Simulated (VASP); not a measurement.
Write the native input for VASP 6.6.1 that does the following.

- Task: single point
- Functional: PBEsol
- Potentials or basis: VASP PAW PBE potentials, release 64 (Zn, Se)
- Cutoff: 520 eV
- k mesh: 8 × 8 × 6
- Occupations: gaussian, width 0.05 eV
- Spin: no spin polarisation
- Dipole correction: no
- Further INCAR settings: ALGO = Normal; EDIFF = 1e-06; NBANDS = 26

The structure of ZnSe lies in POSCAR:

```
ZnSe
1.0
    3.8287309347      0.0000000000      0.0000000000
    0.0000000000      3.8287309347      0.0000000000
    0.0000000000      0.0000000000      5.2575926485
Zn Se
2 2
Direct
    0.0000000000      0.0000000000      0.0000000000
    0.5000000000      0.5000000000      0.0000000000
    0.0000000000      0.5000000000      0.3224306008
    0.5000000000      0.0000000000      0.6775693992
```

This cell differs from its parent crystal: atoms shifted along a free coordinate.

These files were run (other wordings do the same):

INCAR

```
PREC = Accurate
ENCUT = 520
EDIFF = 1E-6
ISMEAR = 0
SIGMA = 0.05
LREAL = F
LASPH = T
NELM = 80
ALGO = Normal
ISIF = 2
LWAVE = F
LCHARG = T
GGA = PS
LELF = T
LVHAR = T
NBANDS = 26
```

KPOINTS

```
regular mesh
0
Gamma
  8 8 6
```

Potentials or basis: VASP PAW PBE potentials, release 64 (Zn, Se).

Run with:

```sh
$ cat potpaw_PBE.64/Zn/POTCAR potpaw_PBE.64/Se/POTCAR > POTCAR
$ mpirun -np 1 vasp_std > vasp.out
```

It gave:

- Pressure: 1.1 GPa
- Largest force: 1.590 eV/Å
- Band gap on the k mesh: 0.77 eV

Caveat: the cell differs from its parent crystal (atoms shifted along a free coordinate); the PAW data sets were made with another functional, which shifts forces and pressure a little.

Wall time 34 s on 1 thread of Intel(R) Xeon(R) 6975P-C (Granite Rapids), with other jobs on the host, peak memory 0.24 GiB.
